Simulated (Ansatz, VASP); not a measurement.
# Two plane-wave programs on Cu

File INCAR:

```
SYSTEM = Cu
ALGO     = Normal         ! electronic algorithm
EDIFF    = 1E-7           ! SCF threshold, eV
ENCUT    = 520            ! plane-wave cutoff, eV
GGA      = PS             ! functional
ISIF     = 2              ! what is computed and relaxed
ISMEAR   = 1              ! smearing method
LASPH    = .TRUE.         ! aspherical terms in the spheres
LCHARG   = .FALSE.        ! write CHGCAR
LREAL    = .FALSE.        ! projectors in reciprocal space
LWAVE    = .FALSE.        ! write WAVECAR
NBANDS   = 30             ! bands
NELM     = 100            ! most SCF steps
PREC     = Accurate       ! precision mode
SIGMA    = 0.1            ! smearing width, eV
```

Contents of KPOINTS:

```
k-points
0
G
  11 11 3
  0 0 0
```

POSCAR

```
Cu
1.0
    2.5307640000      0.0000000000      0.0000000000
   -1.2653820000      2.1917060000      0.0000000000
    0.0000000000      0.0000000000      8.2618150000
Cu
4
Direct
    0.0000000000      0.0000000000      0.0000000000
    0.3333333333      0.6666666667      0.2500000000
    0.0039513759      0.0000000000      0.5000000000
    0.6666666667      0.3333333333      0.7500000000
```

Input for Ansatz:

```yaml
crystal:
  lattice:
    - [2.530764, 0.0, 0.0]
    - [-1.265382, 2.191706, 0.0]
    - [0.0, 0.0, 8.261815]
  atoms:
    - { symbol: Cu, position: [0.0, 0.0, 0.0] }
    - { symbol: Cu, position: [0.3333333333333333, 0.6666666666666666, 0.25] }
    - { symbol: Cu, position: [0.003951375948132658, 0.0, 0.5] }
    - { symbol: Cu, position: [0.6666666666666666, 0.3333333333333333, 0.75] }
kpoints:
  mp_grid:
    grid: [11, 11, 3]
    shift: [0.0, 0.0, 0.0]
hamiltonian:
  xc: pbesol
  pseudopotentials:
    kind: paw
scf:
  occupations:
    method: cold
    width: 0.1
output:
  forces: true
```

Alike in both runs: task single point; functional PBEsol; k mesh 11 × 11 × 3; no spin polarisation.

|  | VASP | Ansatz |
| --- | --- | --- |
| version | VASP 6.6.1 | Ansatz 0.2.0 |
| potentials or method | VASP PAW PBE potentials, release 64 (Cu) | plane waves, PAW |
| plane-wave cutoff (eV) | 520 | 420 |
| occupations | methfessel-paxton of order 1, width 0.1 eV | cold, width 0.1 eV |
| valence electrons in the cell | 44 | 76 |

|  | VASP | Ansatz | Ansatz less VASP |
| --- | --- | --- | --- |
| rms of the force components (eV/Å) | 0.006 | 0.006 | -0.0002 |

VASP's potentials were made for PBE, not for PBEsol. Atom by atom the forces differ by 0.000 eV/Å (rms over components). VASP's potentials hold 44 valence electrons a cell and Ansatz's 76, so a difference there can come from the potentials and not from the codes.
